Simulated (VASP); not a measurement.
# GaN (Cm) in VASP: single point with PBE

Aim: the single point of GaN with PBE.

Everything below comes from runs of VASP 6.6.1. Logs are shortened: lines on timing, memory, paths and dates and some standing lists are left out, and cuts for length are marked.

### 1 The cell of the first run

Symmetry: Cm, No. 8, monoclinic system. The conventional cell has a = 5.574 Å, b = 3.218 Å, c = 5.243 Å, α = 90.00°, β = 90.00°, γ = 90.00°. Ga (site symmetry m) has 4 N at 1.97 to 2.04 Å within 2.6 Å. Ga (site symmetry m) has 4 N at 1.79 to 2.03 Å within 2.4 Å. N (site symmetry m) has 4 Ga at 1.79 to 2.04 Å within 2.4 Å. N (site symmetry m) has 4 Ga at 1.97 to 1.98 Å within 2.6 Å.

### 2 Single point, PBE (atom 3 (N) moved +0.175 Å towards its neighbour atom 2 (Ga) at 1.967 Å)

INCAR

```
SYSTEM = GaN
  PREC = Accurate
  ENCUT = 520
  EDIFF = 1E-6
  ISMEAR = 0
  SIGMA = 0.05
  LREAL = .False.
  LASPH = .True.
  NELM = 80
  ALGO = Normal
  ISIF = 2
  LWAVE = .False.
  LCHARG = .False.
  GGA = PE
  NBANDS = 26
```

KPOINTS

```
regular mesh
0
Gamma
  12 12 6
  0 0 0
```

POSCAR

```
GaN
1.0
    3.2184289164      0.0000000000      0.0000000000
   -1.6092144582      2.7872412019      0.0000000000
    0.0000000000      0.0000000000      5.2430304702
Ga N
2 2
Direct
    0.3333333333      0.6666666667      0.9991316875
    0.6666666667      0.3333333333      0.4991316875
    0.2740316372      0.6370158186      0.3868329033
    0.6666666667      0.3333333333      0.8758683125
```

Potentials or basis: VASP PAW PBE potentials, release 64 (Ga_d, N).

Launch:

```console
$ cat potpaw_PBE.64/Ga_d/POTCAR potpaw_PBE.64/N/POTCAR > POTCAR
$ mpirun -np 1 vasp_std > vasp.out
```

OUTCAR:

```text
SYSTEM = GaN
   PREC = Accurate
   ENCUT = 520
   EDIFF = 1E-6
   ISMEAR = 0
   LREAL = .False.
   LASPH = .True.
   NELM = 80
   ISIF = 2
   GGA = PE

 ion  position               nearest neighbor table
   1  0.333  0.667  0.999-   4 1.97   4 1.97   4 1.97   3 2.04
   2  0.667  0.333  0.499-   3 1.79   4 1.98   3 2.03   3 2.03
   3  0.274  0.637  0.387-   2 1.79   2 2.03   2 2.03   1 2.04
   4  0.667  0.333  0.876-   1 1.97   1 1.97   1 1.97   2 1.98

  LATTYP: Found a hexagonal cell.
 ALAT       =     3.2184289164
 C/A-ratio  =     1.6290651763

  Lattice vectors:

 A1 = (   3.2184289164,   0.0000000000,   0.0000000000)
 A2 = (  -1.6092144582,   2.7872412019,   0.0000000000)
 A3 = (   0.0000000000,   0.0000000000,   5.2430304702)

Analysis of symmetry for initial positions (statically):
=====================================================================
 Subroutine PRICEL returns:
 Original cell was already a primitive cell.

 Routine SETGRP: Setting up the symmetry group for a
 hexagonal supercell.

 Subroutine GETGRP returns: Found  2 space group operations
 (whereof  2 operations were pure point group operations)
 out of a pool of 24 trial point group operations.

The static configuration has the point symmetry C_1h.

Analysis of symmetry for dynamics (positions and initial velocities):
=====================================================================
 Subroutine PRICEL returns:
 Original cell was already a primitive cell.

 Routine SETGRP: Setting up the symmetry group for a
 hexagonal supercell.

 Subroutine GETGRP returns: Found  2 space group operations
 (whereof  2 operations were pure point group operations)
 out of a pool of 24 trial point group operations.

The dynamic configuration has the point symmetry C_1h.

 Subroutine INISYM returns: Found  2 space group operations
 (whereof  2 operations are pure point group operations),
 and found     1 'primitive' translations

----------------------------------------------------------------------------------------

                                     Primitive cell

  volume of cell :      47.0328

  direct lattice vectors                    reciprocal lattice vectors
     3.218428916  0.000000000  0.000000000     0.310710606  0.179388852  0.000000000
    -1.609214458  2.787241202  0.000000000     0.000000000  0.358777704  0.000000000
     0.000000000  0.000000000  5.243030470     0.000000000  0.000000000  0.190729389

  length of vectors
     3.218428916  3.218428916  5.243030470     0.358777704  0.358777704  0.190729389

  position of ions in fractional coordinates (direct lattice)
     0.333333333  0.666666667  0.999131687
     0.666666667  0.333333333  0.499131687
     0.274031637  0.637015819  0.386832903
     0.666666667  0.333333333  0.875868313

  ion indices of the primitive-cell ions
   primitive index   ion index
                 1           1
                 2           2
                 3           3
                 4           4

----------------------------------------------------------------------------------------

 KPOINTS: regular mesh

Automatic generation of k-mesh.
 Grid dimensions read from file:
 generate k-points for:   12   12    6

 Generating k-lattice:

  Cartesian coordinates                     Fractional coordinates (reciprocal lattice)
     0.025892551  0.014949071  0.000000000     0.083333333 -0.000000000  0.000000000
     0.000000000  0.029898142  0.000000000     0.000000000  0.083333333  0.000000000
     0.000000000  0.000000000  0.031788232     0.000000000  0.000000000  0.166666667

  Length of vectors
     0.029898142  0.029898142  0.031788232

  Shift w.r.t. Gamma in fractional coordinates (k-lattice)
     0.000000000  0.000000000  0.000000000

 Subroutine IBZKPT returns following result:
 ===========================================

 Found    242 irreducible k-points:

 Following reciprocal coordinates:
            Coordinates               Weight
  0.000000  0.000000  0.000000      1.000000
  0.083333  0.000000  0.000000      2.000000
  0.000000  0.083333  0.000000      4.000000
  0.166667  0.000000  0.000000      2.000000
  0.000000  0.166667  0.000000      4.000000
  0.250000  0.000000  0.000000      2.000000
[... 16 lines left out ...]
 -0.083333  0.416667  0.000000      4.000000
 -0.416667  0.333333  0.000000      4.000000
 [... further k-points ...]
   k-points           NKPTS =    242   k-points in BZ     NKDIM =    242   number of bands    NBANDS=     26
   number of dos      NEDOS =    301   number of ions     NIONS =      4
   total plane-waves  NPLWV =  23040
   dimension x,y,z NGX =    24 NGY =   24 NGZ =   40
   dimension x,y,z NGXF=    48 NGYF=   48 NGZF=   80
   ions per type =               2   2
   NGX,Y,Z   is equivalent  to a cutoff of  12.40, 12.40, 12.68 a.u.
   NGXF,Y,Z  is equivalent  to a cutoff of  24.79, 24.79, 25.37 a.u.
 SYSTEM =  GaN
   PREC   = accura    normal or accurate (medium, high low for compatibility)
   ISTART =      0    job   : 0-new  1-cont  2-samecut
   ICHARG =      2    charge: 1-file 2-atom 10-const
   ISPIN  =      1    spin polarized calculation?
   LNONCOLLINEAR =      F non collinear calculations
   LSORBIT =      F    spin-orbit coupling
   LASPH  =      T    aspherical Exc in radial PAW
   ENCUT  =  520.0 eV  38.22 Ry    6.18 a.u.   5.98  5.98  9.75*2*pi/ulx,y,z
   NELM   =     80;   NELMIN=  2; NELMDL= -5     # of ELM steps
   EDIFF  = 0.1E-05   stopping-criterion for ELM
   LREAL  =      F    real-space projection
   EDIFFG = 0.1E-04   stopping-criterion for IOM
   NSW    =      0    number of steps for IOM
   IBRION =     -1    ionic relax: 0-MD 1-quasi-New 2-CG
   NFREE  =      0    steps in history (QN), initial steepest desc. (CG)
   ISIF   =      2    stress and relaxation
   ISYM   =      2    0-nonsym 1-usesym 2-fastsym
   POTIM  = 0.5000    time-step for ionic-motion
   TEBEG  =    0.0;   TEEND  =   0.0 temperature during run
   PSTRESS=    0.0 pullay stress
   NELECT =      36.0000    total number of electrons
   NUPDOWN=      -1.0000    fix difference up-down
   EMIN   =  10.00;   EMAX   =-10.00  energy-range for DOS
   EFERMI =   0.00;   METHOD = LEGACY
   ISMEAR =     0;   SIGMA  =   0.05  broadening in eV -4-tet -1-fermi 0-gaus
   EFERMI_NEDOS =   21; number of points for ismear=-14 and -15
   IALGO  =     38    algorithm
   IMIX   =      4    mixing-type and parameters
     AMIX     =   0.40;   BMIX     =  1.00
     AMIX_MAG =   1.60;   BMIX_MAG =  1.00
  volume/ion in A,a.u.               =      11.76        79.35
  Fermi-wavevector in a.u.,A,eV,Ry     =   1.497529  2.829920 30.512351  2.242595
  Thomas-Fermi vector in A             =   2.609406
   LORBIT       =      0    0 simple, 1 ext, 2 COOP (PROOUT), +10 PAW based schemes
   GGA     = PE    functional components
   LHFCALC =     F    Hartree Fock is set to
   AEXX    =    0.0000 exact exchange contribution
   IVDW    =     0    specifies the selected vdW correction
   LEPSILON=     F    determine dielectric tensor
   LRPA    =     F    only Hartree local field effects (RPA)
 non-spin polarized calculation
 Gauss-broadening in eV      SIGMA  =   0.05
  energy-cutoff  :      520.00
  volume of cell :       47.03
 maximum number of plane-waves:      1290
   NGX = 11   NGY = 11   NGZ = 19

 number of electron      35.9999953 magnetization

 Free energy of the ion-electron system (eV)
  ---------------------------------------------------
  ext. energy  EPLUGINS =         0.00000000
  ---------------------------------------------------
  free energy    TOTEN  =       -24.07311492 eV

  energy without entropy =      -24.07311492  energy(sigma->0) =      -24.07311492

 E-fermi :   5.3341     XC(G=0): -11.5140

 val. band max:        5.0762208349   @ k =   0.0000   0.0000   0.0000
 cond. band min:       6.7163703159   @ k =   0.0000   0.0000   0.0000
 fundamental gap:      1.6401494810
 Fermi energy:         5.3341244026

 k-point     1 :       0.0000    0.0000    0.0000
  band No.  band energies     occupation
      1     -10.8005      2.00000
      2      -9.9840      2.00000
      3      -8.4417      2.00000
      4      -8.4267      2.00000
      5      -8.4191      2.00000
      6      -8.3776      2.00000
[... 18 lines left out ...]
     25      15.8956      0.00000
     26      17.2952      0.00000

 k-point     2 :       0.0833    0.0000    0.0000
  band No.  band energies     occupation
      1     -10.7340      2.00000
      2      -9.9660      2.00000
      3      -8.4399      2.00000
      4      -8.4086      2.00000
      5      -8.3993      2.00000
      6      -8.3708      2.00000
[... 18 lines left out ...]
     25      16.0760      0.00000
     26      16.8859      0.00000

 k-point     3 :       0.0000    0.0833    0.0000
  band No.  band energies     occupation
      1     -10.7382      2.00000
      2      -9.9663      2.00000
      3      -8.4468      2.00000
      4      -8.4179      2.00000
      5      -8.3940      2.00000
      6      -8.3630      2.00000
[... 18 lines left out ...]
     25      15.8070      0.00000
     26      17.3081      0.00000

 k-point     4 :       0.1667    0.0000    0.0000
  band No.  band energies     occupation
      1     -10.5537      2.00000
      2      -9.9218      2.00000
      3      -8.4088      2.00000
      4      -8.3826      2.00000
      5      -8.3662      2.00000
      6      -8.3145      2.00000
[... 18 lines left out ...]
     25      16.5399      0.00000
     26      16.6244      0.00000
[... 496 lines left out ...]
      1     -10.0251      2.00000
      2      -9.8248      2.00000
      3      -8.3633      2.00000
      4      -8.3392      2.00000
      5      -8.2618      2.00000
      6      -8.2363      2.00000
[... 18 lines left out ...]
     25      16.5034      0.00000
     26      18.1162      0.00000

 k-point    23 :      -0.0833    0.4167    0.0000
  band No.  band energies     occupation
      1     -10.0773      2.00000
      2      -9.8191      2.00000
      3      -8.3964      2.00000
      4      -8.3678      2.00000
      5      -8.2732      2.00000
      6      -8.2517      2.00000
[... 18 lines left out ...]
     25      16.3438      0.00000
     26      17.9977      0.00000

 k-point    24 :      -0.4167    0.3333    0.0000
  band No.  band energies     occupation
      1     -10.0686      2.00000
      2      -9.8219      2.00000
      3      -8.3920      2.00000
      4      -8.3592      2.00000
      5      -8.2694      2.00000
      6      -8.2408      2.00000
[... 18 lines left out ...]
     25      16.5795      0.00000
     26      17.8491      0.00000

 [... further k-points ...]

------------------------ aborting loop because EDIFF is reached ----------------------------------------

  FORCE on cell =-STRESS in cart. coord.  units (eV):
  Direction    XX          YY          ZZ          XY          YZ          ZX
  --------------------------------------------------------------------------------------
  -------------------------------------------------------------------------------------
  Total        1.9556623      0.0140973     -0.1520378      1.6814446     -0.5976895     -1.0352298
  in kB       66.6198398      0.4802264     -5.1791847     57.2785854    -20.3603555    -35.2652130
  external PRESSURE =      20.6402938 kB  Pullay stress =       0.0000000 kB

 VOLUME and BASIS-vectors are now :
 -----------------------------------------------------------------------------
  energy-cutoff  :      520.00
  volume of cell :       47.03
      direct lattice vectors                 reciprocal lattice vectors
     3.218428916  0.000000000  0.000000000     0.310710606  0.179388852  0.000000000
    -1.609214458  2.787241202  0.000000000     0.000000000  0.358777704  0.000000000
     0.000000000  0.000000000  5.243030470     0.000000000  0.000000000  0.190729389

 POSITION                                       TOTAL-FORCE (eV/Angst)
 -----------------------------------------------------------------------------------
     -0.00000      1.85816      5.23848        -0.178812     -0.103237      0.308284
      1.60921      0.92908      2.61696        -2.364292     -1.365025      0.654812
     -0.14314      1.77552      2.02818         2.648348      1.529024     -1.295380
      1.60921      0.92908      4.59220        -0.105243     -0.060762      0.332284
 -----------------------------------------------------------------------------------
    total drift:                               -0.000007     -0.000006     -0.001406

  FREE ENERGIE OF THE ION-ELECTRON SYSTEM (eV)
  ---------------------------------------------------
  free  energy   TOTEN  =       -24.0731149197 eV

  energy  without entropy=      -24.0731149197  energy(sigma->0) =      -24.07311492
```

Run time: 6.8 min. Hardware: 1 thread of Intel Xeon 8259CL, shared host; peak memory 0.35 GiB.

What came out:

```
Free energy            : -24.0731 eV
Pressure               : 2.1 GPa
Largest force          : 3.321 eV/Å
Band gap on the k mesh : 1.64 eV
```

Forces in eV/Å, atoms in the order of the input:
```
Ga  -0.179 -0.103  0.308
Ga  -2.364 -1.365  0.655
N    2.648  1.529 -1.295
N   -0.105 -0.061  0.332
```

Caveat: the cell differs from its parent crystal (atom 3 (N) moved +0.175 Å towards its neighbour atom 2 (Ga) at 1.967 Å); the stress differs along the axes, from -1 to 7 GPa; forces of over 1 eV/Å act on the atoms, so gaps and moduli don't describe the material at rest.
